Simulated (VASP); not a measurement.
**Mg3TeSe2: single point with PBE**

Crystal: Mg3TeSe2.

```
Mg Te Se
1.0
     4.00943   -0.00025    0.00011
    -2.00494    3.47317   -0.00004
     0.00042   -0.00014   19.63112
Mg Te Se
6 2 4
Direct
  0.33326 0.66670 0.09085
  0.33311 0.66652 0.59092
  0.66684 0.33349 0.40921
  0.66678 0.33330 0.90910
  0.00003 0.00006 0.25003
  0.99987 0.99982 0.75000
  0.99997 0.99993 0.99993
  0.99999 0.00003 0.50005
  0.33343 0.66703 0.32972
  0.33354 0.66674 0.82953
  0.66665 0.33311 0.17036
  0.66654 0.33328 0.67030
```

```
Program             : VASP 6.6.1
Task                : single point
Functional          : PBE
Potentials or basis : VASP PAW PBE potentials, release 64 (Mg, Te, Se)
Cutoff              : 520 eV
k mesh              : 6 × 6 × 1
Occupations         : gaussian, width 0.1 eV
Spin                : no spin polarisation
```

```
Pressure               : -0.1 GPa
Largest force          : 0.011 eV/Å
Band gap on the k mesh : 0.47 eV
```

Forces on the atoms (eV/Å):
```
Mg   0.001 -0.001  0.006
Mg   0.001  0.001  0.000
Mg  -0.001  0.000 -0.005
Mg  -0.001  0.000 -0.007
Mg   0.000  0.000  0.003
Mg   0.000  0.001 -0.006
Te   0.000  0.001  0.003
Te   0.000  0.000 -0.001
Se   0.001 -0.002 -0.003
Se  -0.001 -0.001  0.011
Se  -0.001  0.002 -0.005
Se   0.000  0.000  0.004
```

Levels at points of the mesh, in eV from the valence-band top:
| k point | band 20 | band 21 | band 22 | band 23 | band 24 | band 25 | band 26 | band 27 | band 28 | band 29 |
| --- | --- | --- | --- | --- | --- | --- | --- | --- | --- | --- |
| (0.00, 0.00, 0.00) | -0.80 | -0.02 | -0.01 | 0.00 | 0.00 | 1.19 | 2.29 | 2.31 | 2.51 | 3.71 |
| (0.50, 0.00, 0.00) | -2.15 | -2.04 | -1.27 | -1.10 | -0.98 | 0.47 | 1.39 | 1.46 | 2.81 | 2.83 |
| (0.00, 0.50, 0.00) | -2.15 | -2.04 | -1.27 | -1.10 | -0.98 | 0.47 | 1.40 | 1.46 | 2.81 | 2.84 |
| (0.50, 0.50, 0.00) | -2.15 | -2.04 | -1.27 | -1.10 | -0.98 | 0.47 | 1.40 | 1.46 | 2.81 | 2.83 |

Run time: 2.5 min on 1 thread of Intel(R) Xeon(R) Platinum 8559C (Emerald Rapids) (shared host), peak memory 0.45 GiB.

Caveat: spin-orbit coupling is left out, which moves the levels of the heavy elements. A k mesh can miss the band edges.
